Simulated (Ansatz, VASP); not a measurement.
**Two plane-wave programs on Ba**

```
CELL_PARAMETERS angstrom
-2.48322 2.48322 2.48322
2.48322 -2.48322 2.48322
2.48322 2.48322 -2.48322
ATOMIC_POSITIONS crystal
Ba 0.00000 0.00000 0.00000
```

Change from the starting cell: volume scaled by 0.98, PAW files.

Alike in both runs: task electric field gradients; functional PBE; k mesh 10 × 10 × 10; occupations fermi-dirac, width 0.05 eV; no spin polarisation.

|  | VASP | Ansatz |
| --- | --- | --- |
| version | VASP 6.6.1 | Ansatz 0.2.0 |
| potentials or method | VASP PAW PBE potentials, release 64 (Ba_sv) | PAW with Ansatz's default frozen-core files, scalar-relativistic |
| plane-wave cutoff (eV) | 520 | 420 |
| valence electrons in the cell | 10 | 10 |

|  | VASP | Ansatz | Ansatz less VASP |
| --- | --- | --- | --- |
| pressure (GPa) | 0.4 | 0.3 | -0.06 |

Neither program's run includes spin-orbit coupling.
